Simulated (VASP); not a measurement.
Crystal: TaRu2.

```xyz
6
Lattice="0.0000 3.6168 3.6168 3.6168 0.0000 3.6168 3.6168 3.6168 0.0000" Properties=species:S:1:pos:R:3 pbc="T T T"
Ta    0.0000    0.0000    0.0000
Ta    1.8084    1.8084    1.8084
Ru    4.5210    4.5210    4.5210
Ru    4.5210    2.7126    2.7126
Ru    2.7126    2.7126    4.5210
Ru    2.7126    4.5210    2.7126
```

The cell was generated, and may not be a known phase.

| Quantity | Value |
| --- | --- |
| Program | VASP 6.6.1 |
| Task | relaxation of cell and atoms |
| Functional | PBE |
| Potentials or basis | VASP PAW PBE potentials, release 64 (Ta_pv, Ru_pv) |
| Cutoff | 600 eV |
| k mesh | 10 × 10 × 10 |
| Occupations | gaussian, width 0.1 eV |
| Spin | no spin polarisation |

At the start: pressure -3.3 GPa; volume 15.77 Å³/atom.

Problem. How do energy, volume and symmetry change on relaxing?

Solution. Over 3 steps the energy falls by 2.0 meV/atom and the volume is 15.58 Å³/atom (-1.2 %); space group Fd-3m (No. 227, to 0.1 Å) before and after.

The path:
| step | energy change (eV) | largest force (eV/Å) | pressure (GPa) | volume (Å³) |
| --- | --- | --- | --- | --- |
| 1 | 0.0000 | 0.0000 | -3.28 | 94.63 |
| 2 | 0.0852 | 0.0000 | 10.13 | 90.28 |
| 3 | -0.0121 | 0.0000 | -0.05 | 93.47 |

Final structure:
```yaml
crystal:
  lattice:
    - [0.00000, 3.60204, 3.60204]
    - [3.60204, 0.00000, 3.60204]
    - [3.60204, 3.60204, 0.00000]
  atoms:
    - { symbol: Ta, position: [0.00000, 0.00000, 0.00000] }
    - { symbol: Ta, position: [0.25000, 0.25000, 0.25000] }
    - { symbol: Ru, position: [0.62500, 0.62500, 0.62500] }
    - { symbol: Ru, position: [0.12500, 0.62500, 0.62500] }
    - { symbol: Ru, position: [0.62500, 0.62500, 0.12500] }
    - { symbol: Ru, position: [0.62500, 0.12500, 0.62500] }
```
